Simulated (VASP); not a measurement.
SnSe2:

```
Sn Se
1.0
     3.87876    0.00000    0.00000
    -1.93938    3.35910    0.00000
     0.00000    0.00000    6.59097
Sn Se
1 2
Cartesian
  0.0000 0.0000 0.0000
  0.0000 2.2394 1.5894
  1.9394 1.1197 5.0016
```

```yaml
Program: VASP 6.6.1
Task: relaxation of shape and atoms at fixed volume
Functional: r2SCAN
Potentials_or_basis: VASP PAW PBE potentials, release 64 (Sn_d, Se)
Cutoff: 600 eV
k_mesh: 9 × 9 × 4
Occupations: gaussian, width 0.02 eV
Spin: no spin polarisation
```

At the start: pressure -1.7 GPa; volume 28.62 Å³/atom.

Where does the relaxation end?

Over 7 steps the energy falls by 3.6 meV/atom; space group P-3m1 (No. 164, to 0.1 Å) before and after.

Step by step:
| step | energy change (eV) | largest force (eV/Å) | pressure (GPa) | volume (Å³) |
| --- | --- | --- | --- | --- |
| 1 | 0.0000 | 0.2432 | -1.71 | 85.87 |
| 2 | -0.0046 | 0.1394 | -1.34 | 85.87 |
| 3 | -0.0072 | 0.0056 | -0.82 | 85.87 |
| 4 | -0.0098 | 0.0026 | -0.59 | 85.87 |
| 5 | -0.0108 | 0.0124 | -0.34 | 85.87 |
| 6 | -0.0108 | 0.0123 | -0.34 | 85.87 |
| 7 | -0.0108 | 0.0010 | -0.29 | 85.87 |

Final structure:
```xyz
3
Lattice="3.8470 0.0000 0.0000 -1.9235 3.3316 0.0000 0.0000 0.0000 6.7003" Properties=species:S:1:pos:R:3 pbc="T T T"
Sn    1.9235    3.3316    0.0000
Se    0.0000    2.2211    1.5746
Se    1.9235    1.1105    5.1257
```

Caveat: the PAW data sets were made with another functional, which shifts forces and pressure a little.
